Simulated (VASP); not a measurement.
Be2CdO3: relaxation of shape and atoms at fixed volume with PBE

The system is Be2CdO3.

```
Be Cd O
1.0
     4.50098   -2.56871    0.00000
     4.50098    2.56871    0.00000
     0.00000    0.00000    4.67942
Be Cd O
4 2 6
Direct
  0.47475 0.16558 0.49643
  0.16558 0.47475 0.99643
  0.52525 0.83442 0.99643
  0.83442 0.52525 0.49643
  0.18880 0.81120 0.51296
  0.81120 0.18880 0.01296
  0.15920 0.41913 0.64741
  0.58087 0.84080 0.64741
  0.74691 0.25309 0.53966
  0.41913 0.15920 0.14741
  0.84080 0.58087 0.14741
  0.25309 0.74691 0.03966
```

```
Program                : VASP 6.6.1
Task                   : relaxation of shape and atoms at fixed volume
Functional             : PBE
Potentials or basis    : VASP PAW PBE potentials, release 64 (Be, Cd, O)
Cutoff                 : 600 eV
k mesh                 : 6 × 6 × 6
Occupations            : gaussian, width 0.02 eV
Spin                   : no spin polarisation
Dipole correction      : no
Further INCAR settings : ALGO = Normal; EDIFF = 1e-07; IBRION = 2; EDIFFG = -0.01; NSW = 50; ISIF = 4
```

```yaml
Energy_gained_by_relaxing: 0.7 meV/atom
Ionic_steps: 6
Pressure_after_relaxing: 5.7 GPa
Largest_force_after_relaxing: 0.008 eV/Å
Band_gap_on_the_k_mesh: 2.00 eV (least direct gap 2.46 eV)
```

Forces in eV/Å, atoms in the order of the input:
```
Be  -0.001  0.005  0.003
Be  -0.001 -0.005  0.003
Be   0.001 -0.005  0.003
Be   0.001  0.005  0.003
Cd   0.000 -0.001 -0.007
Cd   0.000  0.001 -0.007
O   -0.002  0.003  0.002
O    0.002  0.003  0.002
O    0.000 -0.005 -0.004
O   -0.002 -0.003  0.002
O    0.002 -0.003  0.002
O    0.000  0.005 -0.004
```

The path:
```tsv
step	energy change (eV)	largest force (eV/Å)	pressure (GPa)	volume (Å³)
1	0.0000	0.1642	6.19	108.20
2	-0.0055	0.0926	5.97	108.20
3	-0.0069	0.0625	5.80	108.20
4	-0.0082	0.0235	5.72	108.20
5	-0.0082	0.0225	5.72	108.20
6	-0.0084	0.0075	5.72	108.20
```

Final structure:
```
CELL_PARAMETERS angstrom
4.49196 -2.57047 0.00000
4.49196 2.57047 0.00000
0.00000 0.00000 4.68561
ATOMIC_POSITIONS crystal
Be 0.47450 0.16561 0.49652
Be 0.16561 0.47450 0.99652
Be 0.52550 0.83439 0.99652
Be 0.83439 0.52550 0.49652
Cd 0.18803 0.81197 0.51185
Cd 0.81197 0.18803 0.01185
O 0.15907 0.41601 0.64886
O 0.58399 0.84093 0.64886
O 0.74410 0.25590 0.53769
O 0.41601 0.15907 0.14886
O 0.84093 0.58399 0.14886
O 0.25590 0.74410 0.03769
```

Levels at points of the mesh, in eV from the valence-band top:
```
           k point  band 31  band 32  band 33  band 34  band 35  band 36  band 37  band 38
(0.00, 0.00, 0.00)    -0.90    -0.55    -0.53    -0.46     2.00     5.64     8.99     9.26
(0.50, 0.00, 0.00)    -1.12    -1.12    -0.67    -0.29     4.34     5.29     8.39     8.54
(0.50, 0.50, 0.00)    -1.23    -1.17    -0.33    -0.33     4.24     5.33     6.69     8.86
(0.00, 0.00, 0.50)    -0.85    -0.85    -0.12    -0.12     4.62     4.62     8.79     8.79
(0.50, 0.00, 0.50)    -0.68    -0.68    -0.16    -0.16     5.41     5.41     7.31     7.31
(0.50, 0.50, 0.50)    -0.72    -0.72    -0.35    -0.35     5.54     5.54     7.64     7.64
```

It took 8.2 min on 1 thread of AMD EPYC 9R45 96-Core Processor (Zen 5), with other jobs on the host, peak memory 0.39 GiB.

A k mesh can miss the band edges.
